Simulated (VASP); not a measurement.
Write the native input for VASP 6.6.1 that does the following.

```yaml
Task: single point
Functional: PBE
Potentials_or_basis: VASP PAW PBE potentials, release 64 (Te, Sn_d)
Cutoff: 520 eV
k_mesh: 7 × 7 × 7
Occupations: fermi-dirac, width 0.05 eV
Spin: no spin polarisation
Dipole_correction: no
Further_INCAR_settings: ALGO = Normal; EDIFF = 1e-07; NBANDS = 17
```

The structure of SnTe lies in POSCAR:

```
SnTe
1.0
    0.0000000000      3.2034278115      3.2034278115
    3.2034278115      0.0000000000      3.2034278115
    3.2034278115      3.2034278115      0.0000000000
Te Sn
1 1
Direct
    0.5000000000      0.5000000000      0.5000000000
    0.0000000000      0.0000000000      0.0000000000
```

These files were run (other wordings do the same):

INCAR

```
SYSTEM = SnTe
PREC = Accurate
ENCUT = 520
EDIFF = 1E-7
ISMEAR = -1
SIGMA = 0.05
LREAL = .False.
LASPH = .True.
NELM = 100
ALGO = Normal
ISIF = 2
LWAVE = .False.
LCHARG = .False.
GGA = PE
NBANDS = 17
```

KPOINTS

```
regular mesh
0
Gamma
  7 7 7
  0 0 0
```

Potentials or basis: VASP PAW PBE potentials, release 64 (Te, Sn_d).

The run is started by

```bash
$ cat potpaw_PBE.64/Te/POTCAR potpaw_PBE.64/Sn_d/POTCAR > POTCAR
$ mpirun -np 1 vasp_std > vasp.out
```

Results of the run:

```yaml
Pressure: 0.0 GPa
```

Wall time 60 s on 1 thread of Intel Xeon 8259CL, with other jobs on the host, peak memory 0.21 GiB.
